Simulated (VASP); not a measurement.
# Li2Pt (P6/mmm) in VASP: a series of runs

The runs below take Li2Pt through single point, with LDA.

Program: VASP 6.6.1. These are calculated values, not measurements. Logs are shortened: lines on timing, memory, paths and dates and some standing lists are left out, and cuts for length are marked.

### 1 The cell of the first run

It takes space group P6/mmm (No. 191, hexagonal). Conventional cell: a = 4.186 Å, b = 4.186 Å, c = 2.714 Å, α = 90.00°, β = 90.00°, γ = 120.00°. Within 3.2 Å of Li (site symmetry -6m2) lie 5 Li at 2.42 to 2.71 Å and 6 Pt at 2.77 Å. Within 3.6 Å of Pt (site symmetry 6/mmm) lie 2 Pt at 2.71 Å and 12 Li at 2.77 Å.

### 2 Single point, LDA (zz strain of +2 %)

INCAR

```
ALGO = Normal ; EDIFF = 1E-7
ENCUT = 520 ; GGA = CA
ISIF = 2 ; ISMEAR = -1
LASPH = True ; LCHARG = False
LREAL = False ; LWAVE = False
NBANDS = 15 ; NELM = 60
PREC = Accurate ; SIGMA = 0.03
```

KPOINTS

```
k-points
0
Gamma
  9 9 12
```

POSCAR

```
Li2Pt
1.0
    4.1859989866      0.0000000000      0.0000000000
   -2.0929994933      3.6251814627      0.0000000000
    0.0000000000      0.0000000000      2.7142200000
Li Pt
2 1
Direct
    0.3333333333      0.6666666667      0.5000000000
    0.6666666667      0.3333333333      0.5000000000
    0.0000000000      0.0000000000      0.0000000000
```

Potentials or basis: VASP PAW LDA potentials, release 64 (Li_sv, Pt).

Launch:

```sh
cat potpaw_LDA.64/Li_sv/POTCAR potpaw_LDA.64/Pt/POTCAR > POTCAR
mpirun -np 1 vasp_std > vasp.out
```

OUTCAR:

```text
EDIFF = 1E-7
   ENCUT = 520
   GGA = CA
   ISIF = 2
   ISMEAR = -1
   LASPH = True
   LREAL = False
   NELM = 60
   PREC = Accurate

 ion  position               nearest neighbor table
   1  0.333  0.667  0.500-   2 2.42   2 2.42   2 2.42   3 2.77   3 2.77   3 2.77   3 2.77   3 2.77
                             3 2.77
   2  0.667  0.333  0.500-   1 2.42   1 2.42   1 2.42   3 2.77   3 2.77   3 2.77   3 2.77   3 2.77
                             3 2.77
   3  0.000  0.000  0.000-   1 2.77   2 2.77   1 2.77   2 2.77   2 2.77   2 2.77   1 2.77   1 2.77
                             2 2.77   2 2.77   1 2.77   1 2.77

  LATTYP: Found a hexagonal cell.
 ALAT       =     4.1859989866
 C/A-ratio  =     0.6484043615

  Lattice vectors:

 A1 = (   4.1859989866,   0.0000000000,   0.0000000000)
 A2 = (  -2.0929994933,   3.6251814627,   0.0000000000)
 A3 = (   0.0000000000,   0.0000000000,   2.7142200000)

Analysis of symmetry for initial positions (statically):
=====================================================================
 Subroutine PRICEL returns:
 Original cell was already a primitive cell.

 Routine SETGRP: Setting up the symmetry group for a
 hexagonal supercell.

 Subroutine GETGRP returns: Found 24 space group operations
 (whereof 24 operations were pure point group operations)
 out of a pool of 24 trial point group operations.

The static configuration has the point symmetry D_6h.

Analysis of symmetry for dynamics (positions and initial velocities):
=====================================================================
 Subroutine PRICEL returns:
 Original cell was already a primitive cell.

 Routine SETGRP: Setting up the symmetry group for a
 hexagonal supercell.

 Subroutine GETGRP returns: Found 24 space group operations
 (whereof 24 operations were pure point group operations)
 out of a pool of 24 trial point group operations.

The dynamic configuration has the point symmetry D_6h.

 Subroutine INISYM returns: Found 24 space group operations
 (whereof 24 operations are pure point group operations),
 and found     1 'primitive' translations

----------------------------------------------------------------------------------------

                                     Primitive cell

  volume of cell :      41.1883

  direct lattice vectors                    reciprocal lattice vectors
     4.185998987  0.000000000  0.000000000     0.238891601  0.137924130  0.000000000
    -2.092999493  3.625181463  0.000000000     0.000000000  0.275848260  0.000000000
[... 93 lines left out ...]
   ISIF   =      2    stress and relaxation
   ISYM   =      2    0-nonsym 1-usesym 2-fastsym
   POTIM  = 0.5000    time-step for ionic-motion
   TEBEG  =    0.0;   TEEND  =   0.0 temperature during run
   PSTRESS=    0.0 pullay stress
   NELECT =      16.0000    total number of electrons
   NUPDOWN=      -1.0000    fix difference up-down
   EMIN   =  10.00;   EMAX   =-10.00  energy-range for DOS
   EFERMI =   0.00;   METHOD = LEGACY
   ISMEAR =    -1;   SIGMA  =   0.03  broadening in eV -4-tet -1-fermi 0-gaus
   EFERMI_NEDOS =   21; number of points for ismear=-14 and -15
   IALGO  =     38    algorithm
   IMIX   =      4    mixing-type and parameters
     AMIX     =   0.40;   BMIX     =  1.00
     AMIX_MAG =   1.60;   BMIX_MAG =  1.00
  volume/ion in A,a.u.               =      13.73        92.65
  Fermi-wavevector in a.u.,A,eV,Ry     =   1.194511  2.257299 19.413565  1.426857
  Thomas-Fermi vector in A             =   2.330499
   LORBIT       =      0    0 simple, 1 ext, 2 COOP (PROOUT), +10 PAW based schemes
   GGA     = CA    functional components
   LHFCALC =     F    Hartree Fock is set to
   AEXX    =    0.0000 exact exchange contribution
   IVDW    =     0    specifies the selected vdW correction
   LEPSILON=     F    determine dielectric tensor
   LRPA    =     F    only Hartree local field effects (RPA)
 non-spin polarized calculation
  energy-cutoff  :      520.00
  volume of cell :       41.19
 maximum number of plane-waves:      1138
 NGX is ok and might be reduce to    32
   NGX = 15   NGY = 15   NGZ = 11

 number of electron      16.0000000 magnetization

 Free energy of the ion-electron system (eV)
  ---------------------------------------------------
  ext. energy  EPLUGINS =         0.00000000
  ---------------------------------------------------
  free energy    TOTEN  =       -13.10802428 eV

  energy without entropy =      -13.10411480  energy(sigma->0) =      -13.10606954

 E-fermi :   4.8188     XC(G=0): -10.3660

 val. band max:        4.8186135459   @ k =   0.2222   0.2222   0.4167
 cond. band min:       4.8236196794   @ k =   0.3333   0.1111   0.4167
 fundamental gap:      0.0050061335
 Fermi energy:         4.8188122284

 k-point     1 :       0.0000    0.0000    0.0000
  band No.  band energies     occupation
      1     -39.8499      2.00000
      2     -39.7331      2.00000
      3      -1.5744      2.00000
      4       0.7036      2.00000
      5       1.7003      2.00000
      6       1.7003      2.00000
      7       4.1612      2.00000
      8       4.1612      2.00000
      9       8.8279      0.00000
     10       8.8279      0.00000
     11      11.2723      0.00000
     12      11.2723      0.00000
     13      13.9984      0.00000
     14      15.0051      0.00000
[... 401 lines left out ...]
      2     -39.7893      2.00000
      3      -0.5159      2.00000
      4       2.0209      2.00000
      5       2.0209      2.00000
      6       2.0972      2.00000
      7       3.4995      2.00000
      8       3.4995      2.00000
      9       4.9159      0.07566
     10       4.9159      0.07566
     11      13.2792      0.00000
     12      15.8652      0.00000
     13      15.8652      0.00000
     14      19.1248      0.00000
     15      19.1248      0.00000

 [... further k-points ...]
[... 5 lines left out ...]
  --------------------------------------------------------------------------------------
  -------------------------------------------------------------------------------------
  Total       -1.1833310     -1.1833310     -2.3685471      0.0000000     -0.0000000      0.0000000
  in kB      -46.0302048    -46.0302048    -92.1337399      0.0000000     -0.0000000      0.0000000
  external PRESSURE =     -61.3980498 kB  Pullay stress =       0.0000000 kB

 VOLUME and BASIS-vectors are now :
 -----------------------------------------------------------------------------
  energy-cutoff  :      520.00
  volume of cell :       41.19
      direct lattice vectors                 reciprocal lattice vectors
     4.185998987  0.000000000  0.000000000     0.238891601  0.137924130  0.000000000
    -2.092999493  3.625181463  0.000000000     0.000000000  0.275848260  0.000000000
     0.000000000  0.000000000  2.714220000     0.000000000  0.000000000  0.368429973

 POSITION                                       TOTAL-FORCE (eV/Angst)
 -----------------------------------------------------------------------------------
     -0.00000      2.41679      1.35711        -0.000000      0.000000      0.000000
      2.09300      1.20839      1.35711         0.000000     -0.000000      0.000000
      0.00000      0.00000      0.00000        -0.000000      0.000000      0.000000
 -----------------------------------------------------------------------------------
    total drift:                                0.000000     -0.000000     -0.000000

  FREE ENERGIE OF THE ION-ELECTRON SYSTEM (eV)
  ---------------------------------------------------
  free  energy   TOTEN  =       -13.1080242793 eV

  energy  without entropy=      -13.1041147992  energy(sigma->0) =      -13.10606954
```

OSZICAR:

```text
N       E                     dE             d eps       ncg     rms          rms(c)
DAV:   1     0.730914602938E+02    0.73091E+02   -0.71800E+03  2552   0.109E+03
DAV:   2    -0.613142027309E+01   -0.79223E+02   -0.71799E+02  2982   0.237E+02
DAV:   3    -0.137129427069E+02   -0.75815E+01   -0.74059E+01  4817   0.476E+01
DAV:   4    -0.138210847999E+02   -0.10814E+00   -0.10769E+00  2751   0.817E+00
DAV:   5    -0.138227468014E+02   -0.16620E-02   -0.16619E-02  3665   0.794E-01    0.713E+00
DAV:   6    -0.133124706080E+02    0.51028E+00   -0.25261E+00  2730   0.136E+01    0.250E+00
DAV:   7    -0.131250324062E+02    0.18744E+00   -0.30914E-01  2695   0.495E+00    0.852E-01
DAV:   8    -0.131104906417E+02    0.14542E-01   -0.15663E-02  3496   0.844E-01    0.408E-01
DAV:   9    -0.131079996784E+02    0.24910E-02   -0.67421E-03  3352   0.648E-01    0.867E-02
DAV:  10    -0.131080256266E+02   -0.25948E-04   -0.15558E-04  3272   0.102E-01    0.197E-02
DAV:  11    -0.131080242971E+02    0.13296E-05   -0.16714E-05  3301   0.345E-02    0.296E-03
DAV:  12    -0.131080242793E+02    0.17783E-07   -0.42001E-07  3255   0.524E-03
   1 F= -.13108024E+02 E0= -.13106070E+02  d E =-.390948E-02
```

Run time: 43 s. Hardware: 1 thread of Intel Xeon Platinum 8375C at 2.90GHz (Ice Lake), shared host; peak memory 0.16 GiB.

Results:

| Quantity | Value |
| --- | --- |
| Free energy | -13.1080 eV |
| Band gap on the k mesh | zero (band 8 reaches 5.94 eV, above the bottom of band 9 at 4.10 eV) |

Caveat: the cell differs from its parent crystal (zz strain of +2 %); the cutoff is under 1.25 times the usual one of these potentials, so pressure, stress and relaxed cells hold a basis-set (Pulay) error; spin-orbit coupling is left out, which moves the levels of the heavy elements.

### 3 Single point, LDA (volume scaled by 1.02)

INCAR

```
SYSTEM = Li2Pt
PREC = Accurate
ENCUT = 520
EDIFF = 1E-7
ISMEAR = -1
SIGMA = 0.03
LREAL = .False.
LASPH = .True.
NELM = 80
ALGO = Normal
ISIF = 2
LWAVE = .False.
LCHARG = .True.
GGA = CA
LELF = .True.
LVHAR = .True.
NBANDS = 15
```

KPOINTS

```
regular mesh
0
Gamma
  9 9 12
  0 0 0
```

POSCAR

```
Li2Pt
1.0
    4.2137216421      0.0000000000      0.0000000000
   -2.1068608210      3.6491899866      0.0000000000
    0.0000000000      0.0000000000      2.6786230301
Li Pt
2 1
Direct
    0.3333333333      0.6666666667      0.5000000000
    0.6666666667      0.3333333333      0.5000000000
    0.0000000000      0.0000000000      0.0000000000
```

Potentials or basis: VASP PAW LDA potentials, release 64 (Li_sv, Pt).

Launch:

```sh
cat potpaw_LDA.64/Li_sv/POTCAR potpaw_LDA.64/Pt/POTCAR > POTCAR
mpirun -np 1 vasp_std > vasp.out
```

Run time: 42 s. Hardware: 1 thread of Intel Xeon Platinum 8375C at 2.90GHz (Ice Lake), shared host; peak memory 0.17 GiB.

It converged, with:

```yaml
Free_energy: -13.1193 eV
Band_gap_on_the_k_mesh: zero (band 8 reaches 6.05 eV, above the bottom of band 9 at 4.20 eV)
```

Levels at points of the mesh, in eV from the Fermi level:
```tsv
k point	band 5	band 6	band 7	band 8	band 9	band 10	band 11	band 12
(0.00, 0.00, 0.00)	-3.23	-3.23	-0.65	-0.65	3.79	3.79	6.28	6.28
(0.00, 0.00, 0.50)	-3.66	-2.09	-2.09	0.55	2.75	6.44	6.44	7.20
```

Caveat: the cutoff is under 1.25 times the usual one of these potentials, so pressure, stress and relaxed cells hold a basis-set (Pulay) error; spin-orbit coupling is left out, which moves the levels of the heavy elements.
